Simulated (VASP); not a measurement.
## Mg2SnO3: single point with PBE

The system is Mg2SnO3.

```
Mg Sn O
1.0
     1.62239    0.93669    8.01764
    -1.62239    0.93669    8.01764
     0.00000   -1.87338    8.01764
Mg Sn O
2 1 3
Direct
  0.39019 0.39019 0.39019
  0.60981 0.60981 0.60981
  0.50000 0.50000 0.50000
  0.00000 0.00000 0.00000
  0.78037 0.78037 0.78037
  0.21963 0.21963 0.21963
```

```
Program             : VASP 6.6.1
Task                : single point
Functional          : PBE
Potentials or basis : VASP PAW PBE potentials, release 64 (Mg, Sn_d, O)
Cutoff              : 520 eV
k mesh              : 6 × 6 × 6
Occupations         : gaussian, width 0.1 eV
Spin                : no spin polarisation
```

```json
{
  "Pressure": "12.2 GPa",
  "Largest force": "4.116 eV/Å",
  "Band gap on the k mesh": "zero (bands 18 and 19 overlap by 1.28 eV)"
}
```

Forces in eV/Å, atoms in the order of the input:
```
Mg   0.000  0.000 -1.867
Mg   0.000  0.000  1.867
Sn   0.000  0.000  0.000
O    0.000  0.000  0.000
O    0.000  0.000 -4.116
O    0.000  0.000  4.116
```

Stress tensor (GPa, compression positive):
```
 9.65  0.00  0.00
 0.00  9.65  0.00
 0.00  0.00 17.36
```

Levels at points of the mesh, in eV from the Fermi level:
```csv
k point,band 16,band 17,band 18,band 19,band 20,band 21
"(0.00, 0.00, 0.00)",-3.89,-3.89,-3.71,-0.69,0.82,4.91
"(0.50, 0.00, 0.00)",-4.99,-4.36,-0.70,0.48,3.13,4.06
"(0.50, 0.50, 0.00)",-4.94,-4.40,-1.01,0.82,3.18,4.07
"(0.50, 0.50, 0.50)",-3.88,-3.88,-2.55,-1.20,0.86,4.54
```

Run time: 4.4 min on 1 thread of AMD EPYC 9R45 96-Core Processor (Zen 5), on a shared host, peak memory 0.54 GiB.

Caveat: the k points lie up to 0.38 Å⁻¹ apart, too coarse for converged energies and pressures of a metal; spin-orbit coupling is left out, which moves the levels of the heavy elements; forces of over 1 eV/Å act on the atoms, so gaps and moduli don't describe the material at rest.
